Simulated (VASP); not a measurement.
# BaS (zincblende type) (F-43m) in VASP: settings compared, part 2 of 2

VASP 6.6.1. Earlier steps stand in the parts before.

## (4) Electric field gradients, r2SCAN

Input file POSCAR:

```
BaS
1.0
    0.0000000000      3.5161364223      3.5161364223
    3.5161364223      0.0000000000      3.5161364223
    3.5161364223      3.5161364223      0.0000000000
Ba S
1 1
Direct
    0.0000000000      0.0000000000      0.0000000000
    0.2500000000      0.2500000000      0.2500000000
```

Input file INCAR.step1:

```
PREC = Accurate
ENCUT = 520
ISMEAR = -1
SIGMA = 0.08
LREAL = F
LASPH = T
NELM = 100
NBANDS = 15
GGA = PE
ALGO = Normal
EDIFF = 1E-4
LWAVE = T
LCHARG = F
```

Input file INCAR.step2:

```
PREC = Accurate
ENCUT = 520
EDIFF = 1E-8
ISMEAR = -1
SIGMA = 0.08
LREAL = F
LASPH = T
NELM = 100
ALGO = Normal
ISIF = 2
LWAVE = F
LCHARG = F
METAGGA = R2SCAN
LMIXTAU = T
LEFG = T
NBANDS = 15
ISTART = 1
```

Input file KPOINTS:

```
Automatic mesh
0
Gamma
  9 9 9
```

Potentials or basis: VASP PAW PBE potentials, release 64 (Ba_sv, S).

Run with:

```bash
> cat potpaw_PBE.64/Ba_sv/POTCAR potpaw_PBE.64/S/POTCAR > POTCAR
> cp INCAR.step1 INCAR
> mpirun -np 1 vasp_std > vasp.out
> cp INCAR.step2 INCAR
> mpirun -np 1 vasp_std > vasp.out
```

OUTCAR:

```text
PREC = Accurate
   ENCUT = 520
   EDIFF = 1E-8
   ISMEAR = -1
   LREAL = F
   LASPH = T
   NELM = 100
   ISIF = 2
   METAGGA = R2SCAN
   ISTART = 1

 ion  position               nearest neighbor table
   1  0.000  0.000  0.000-   2 3.05   2 3.05   2 3.05   2 3.05
   2  0.250  0.250  0.250-   1 3.05   1 3.05   1 3.05   1 3.05

  LATTYP: Found a face centered cubic cell.
 ALAT       =     7.0322728446

  Lattice vectors:

 A1 = (   0.0000000000,   3.5161364223,   3.5161364223)
 A2 = (   3.5161364223,   0.0000000000,   3.5161364223)
 A3 = (   3.5161364223,   3.5161364223,   0.0000000000)

Analysis of symmetry for initial positions (statically):
=====================================================================
 Subroutine PRICEL returns:
 Original cell was already a primitive cell.

 Routine SETGRP: Setting up the symmetry group for a
 face centered cubic supercell.

 Subroutine GETGRP returns: Found 24 space group operations
 (whereof 24 operations were pure point group operations)
 out of a pool of 48 trial point group operations.

The static configuration has the point symmetry T_d .

Analysis of symmetry for dynamics (positions and initial velocities):
=====================================================================
 Subroutine PRICEL returns:
 Original cell was already a primitive cell.

 Routine SETGRP: Setting up the symmetry group for a
 face centered cubic supercell.

 Subroutine GETGRP returns: Found 24 space group operations
 (whereof 24 operations were pure point group operations)
 out of a pool of 48 trial point group operations.

[... 575 lines left out ...]
      5      -9.8764      2.00000
      6      -1.4894      2.00000
      7      -0.4404      2.00000
      8      -0.4404      2.00000
      9       3.3029      0.00000
     10       4.6594      0.00000
     11       6.4586      0.00000
     12       6.4790      0.00000
     13       6.4790      0.00000
     14       8.0484      0.00000
     15       9.7681      0.00000

 [... further k-points ...]

------------------------ aborting loop because EDIFF is reached ----------------------------------------

  FORCE on cell =-STRESS in cart. coord.  units (eV):
  Direction    XX          YY          ZZ          XY          YZ          ZX
  --------------------------------------------------------------------------------------
  -------------------------------------------------------------------------------------
  Total        0.2625574      0.2625574      0.2625574      0.0000000     -0.0000000     -0.0000000
  in kB        4.8384664      4.8384664      4.8384664      0.0000000     -0.0000000     -0.0000000
  external PRESSURE =       4.8384664 kB  Pullay stress =       0.0000000 kB

 VOLUME and BASIS-vectors are now :
 -----------------------------------------------------------------------------
  energy-cutoff  :      520.00
  volume of cell :       86.94
      direct lattice vectors                 reciprocal lattice vectors
     0.000000000  3.516136422  3.516136422    -0.142201536  0.142201536  0.142201536
     3.516136422  0.000000000  3.516136422     0.142201536 -0.142201536  0.142201536
     3.516136422  3.516136422  0.000000000     0.142201536  0.142201536 -0.142201536

 POSITION                                       TOTAL-FORCE (eV/Angst)
 -----------------------------------------------------------------------------------
      0.00000      0.00000      0.00000         0.000000      0.000000      0.000000
      1.75807      1.75807      1.75807        -0.000000     -0.000000     -0.000000
 -----------------------------------------------------------------------------------
    total drift:                                0.000000      0.000000      0.000000

  FREE ENERGIE OF THE ION-ELECTRON SYSTEM (eV)
  ---------------------------------------------------
  free  energy   TOTEN  =       -38.6154236591 eV

  energy  without entropy=      -38.6154236585  energy(sigma->0) =      -38.61542366

 Electric field gradients (V/A^2)
---------------------------------------------------------------------
 ion       V_xx      V_yy      V_zz      V_xy      V_xz      V_yz
---------------------------------------------------------------------
   1      -0.000    -0.000    -0.000     0.000     0.000     0.000
   2      -0.000     0.000     0.000     0.000     0.000     0.000
---------------------------------------------------------------------

 Electric field gradients after diagonalization (V/A^2)
 (convention: |V_zz| > |V_xx| > |V_yy|)
----------------------------------------------------------------------
 ion       V_xx      V_yy      V_zz     asymmetry (V_yy - V_xx)/ V_zz
----------------------------------------------------------------------
   1      -0.000    -0.000     0.000       0.000
   2      -0.000    -0.000     0.001       0.000
----------------------------------------------------------------------

           NMR quadrupolar parameters

 Cq : quadrupolar parameter    Cq=e*Q*V_zz/h
 eta: asymmetry parameters     (V_yy - V_xx)/ V_zz
 Q  : nuclear electric quadrupole moment in mb (millibarn)
----------------------------------------------------------------------
 ion       Cq(MHz)       eta       Q (mb)
----------------------------------------------------------------------
   1       0.000       0.000       1.000
   2       0.000       0.000       1.000
----------------------------------------------------------------------
```

Run time: 99 s. Hardware: 1 thread of Intel Xeon 6975P-C (Granite Rapids), shared host; peak memory 0.27 GiB.

What came out:

| Item | Value |
| --- | --- |
| Free energy | -38.6154 eV |
| Pressure | 0.5 GPa |
| Band gap on the k mesh | 3.11 eV (least direct gap 3.72 eV) |
| Largest electric field gradient by atom | zero within the noise of the run |

Caveat: the PAW data sets were made with another functional, which shifts forces and pressure a little; spin-orbit coupling is left out, which moves the levels of the heavy elements; an odd mesh through Γ misses points on the zone boundary, where band edges can lie.

## (5) Overview

```tsv
level	potentials or basis	gap on the mesh (eV)	pressure (GPa)
LDA	VASP PAW LDA potentials, release 64 (Ba_sv, S)	2.48	-1.6
PBEsol	VASP PAW PBE potentials, release 64 (Ba_sv, S)	2.66	-0.7
r2SCAN	VASP PAW PBE potentials, release 64 (Ba_sv, S)	3.11	0.5
```

Alike in all rows: task electric field gradients; no spin polarisation; cell as given; k mesh 9 × 9 × 9; cutoff (eV) 520; smearing fermi-dirac 0.08 eV.

Caveats: spin-orbit coupling is left out, which moves the levels of the heavy elements; an odd mesh through Γ misses points on the zone boundary, where band edges can lie; the PAW data sets were made with another functional, which shifts forces and pressure a little (at least some runs).

Total energies depend on the potentials used, so only differences within one code and one set of settings carry meaning.
